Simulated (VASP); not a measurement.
A run of VASP 6.6.1 is set up as follows.

Contents of INCAR:

```
PREC = Accurate ; ENCUT = 520
EDIFF = 1E-7 ; ISMEAR = -1
SIGMA = 0.1 ; LREAL = False
LASPH = True ; NELM = 80
ALGO = Normal ; ISIF = 2
LWAVE = False ; LCHARG = False
GGA = PS ; NBANDS = 21
```

KPOINTS

```
regular mesh
0
Gamma
  11 11 6
```

Contents of POSCAR:

```
Ge
1.0
    1.4755476923     -2.5728844647      0.0000000000
    1.4755476923      2.5728844647      0.0000000000
    0.0000000000      0.0000000000      4.6878662159
Ge
2
Direct
    0.6665533700      0.3334466300      0.2500000000
    0.3334466300      0.6665533700      0.7500000000
```

Potentials or basis: VASP PAW PBE potentials, release 64 (Ge_d).

Command:

```bash
$ cat potpaw_PBE.64/Ge_d/POTCAR > POTCAR
$ mpirun -np 1 vasp_std > vasp.out
```

Q: Predict the band gap on the k mesh.

A: Zero (bands 14 and 15 overlap by 9.63 eV).

Q: Estimate the largest force.

A: 0.005 eV/Å.

Stress tensor (GPa, compression positive):
```
0.27 0.00 0.00
0.00 0.27 0.00
0.00 0.00 7.14
```

Caveat: the PAW data sets were made with another functional, which shifts forces and pressure a little.
